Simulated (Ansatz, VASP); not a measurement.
# Two plane-wave programs on TiN

File INCAR:

```
PREC = Accurate
ENCUT = 520
EDIFF = 1E-8
ISMEAR = -1
SIGMA = 0.05
LREAL = False
LASPH = True
NELM = 80
ALGO = Normal
ISIF = 2
LWAVE = False
LCHARG = False
GGA = PE
LEFG = True
NBANDS = 16
```

KPOINTS

```
Automatic mesh
0
Gamma
  13 13 13
```

File POSCAR:

```
TiN
1.0
    0.0000000000      2.1360533897      2.1360533897
    2.1360533897      0.0000000000      2.1360533897
    2.1360533897      2.1360533897      0.0000000000
Ti N
1 1
Direct
    0.0000000000      0.0000000000      0.0000000000
    0.5000000000      0.5000000000      0.5000000000
```

Input for Ansatz:

```yaml
crystal:
  lattice:
    - [0.0, 2.1360533897, 2.1360533897]
    - [2.1360533897, 0.0, 2.1360533897]
    - [2.1360533897, 2.1360533897, 0.0]
  atoms:
    - { symbol: Ti, position: [0.0, 0.0, 0.0] }
    - { symbol: "N", position: [0.5, 0.5, 0.5] }
kpoints:
  mp_grid: { grid: [13, 13, 13] }
scf:
  occupations: { method: fermi_dirac, width: 0.05 }
hamiltonian:
  xc: pbe
  pseudopotentials: { kind: paw }
output:
  forces: true
  stress: true
  eigenvalues: true
  efg: { contact_densities: true }
```

Change from the starting cell: volume scaled by 1.02, PAW files.

Alike in both runs: task electric field gradients; functional PBE; k mesh 13 × 13 × 13; occupations fermi-dirac, width 0.05 eV; no spin polarisation.

|  | VASP | Ansatz |
| --- | --- | --- |
| version | VASP 6.6.1 | Ansatz 0.2.0 |
| potentials or method | VASP PAW PBE potentials, release 64 (Ti_sv, N) | PAW with Ansatz's default frozen-core files, scalar-relativistic |
| plane-wave cutoff (eV) | 520 | 420 |
| valence electrons in the cell | 17 | 17 |

```tsv
	VASP	Ansatz	Ansatz less VASP
pressure (GPa)	-4.3	-4.7	-0.44
```

The functional is the same, so the differences come from potentials, cutoffs and numerics.
